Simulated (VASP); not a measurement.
Here is a VASP 6.6.1 calculation.

INCAR

```
SYSTEM = Ge
PREC = Accurate
ENCUT = 520
EDIFF = 1E-7
ISMEAR = -1
SIGMA = 0.1
LREAL = .FALSE.
LASPH = .TRUE.
NELM = 100
ALGO = Normal
ISIF = 2
LWAVE = .FALSE.
LCHARG = .FALSE.
NBANDS = 13
```

KPOINTS

```
regular mesh
0
G
  21 21 21
  0 0 0
```

File POSCAR:

```
Ge
1.0
    0.0000000000      2.0843754853      2.0843754853
    2.0843754853      0.0000000000      2.0843754853
    2.0843754853      2.0843754853      0.0000000000
Ge
1
Direct
    0.0000000000      0.0000000000      0.0000000000
```

Potentials or basis: VASP PAW LDA potentials, release 64 (Ge_d).

Launch:

```bash
$ cat potpaw_LDA.64/Ge_d/POTCAR > POTCAR
$ mpirun -np 1 vasp_std > vasp.out
```

Estimate the band gap on the k mesh.

zero (band 7 reaches 16.23 eV, above the bottom of band 8 at 4.54 eV).

What does it give for the pressure?

0.3 GPa.
